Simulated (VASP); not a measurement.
A run of VASP 6.6.1 is set up as follows.

The input INCAR:

```
  PREC = Accurate
  ENCUT = 520
  EDIFF = 1E-6
  ISMEAR = 0
  SIGMA = 0.05
  LREAL = F
  LASPH = T
  NELM = 80
  ALGO = Normal
  ISIF = 2
  LWAVE = F
  LCHARG = F
  GGA = PS
  NBANDS = 11
```

File KPOINTS:

```
Automatic mesh
0
Gamma
  10 10 10
```

Contents of POSCAR:

```
MgO
1.0
    0.0000000000      2.1351500000      2.1351500000
    1.8949456250      0.0000000000      2.1351500000
    1.8949456250      2.1351500000      0.0000000000
Mg O
1 1
Direct
    0.0000000000      0.0000000000      0.0000000000
    0.5000000000      0.5000000000      0.5000000000
```

Potentials or basis: VASP PAW PBE potentials, release 64 (Mg, O).

Launch:

```bash
$ cat potpaw_PBE.64/Mg/POTCAR potpaw_PBE.64/O/POTCAR > POTCAR
$ mpirun -np 1 vasp_std > vasp.out
```

**Question.** What does it give for the pressure?

**Answer.** 21.0 GPa.

**Question.** Predict the band gap on the k mesh.

**Answer.** 5.21 eV, direct.

Stress tensor (GPa, compression positive):
```
52.39  0.00  0.00
 0.00  5.26  0.00
 0.00  0.00  5.26
```

Caveat: the cell differs from its parent crystal (strain -0.1125 x Voigt [1, 0, 0, 0, 0, 0]); the PAW data sets were made with another functional, which shifts forces and pressure a little.
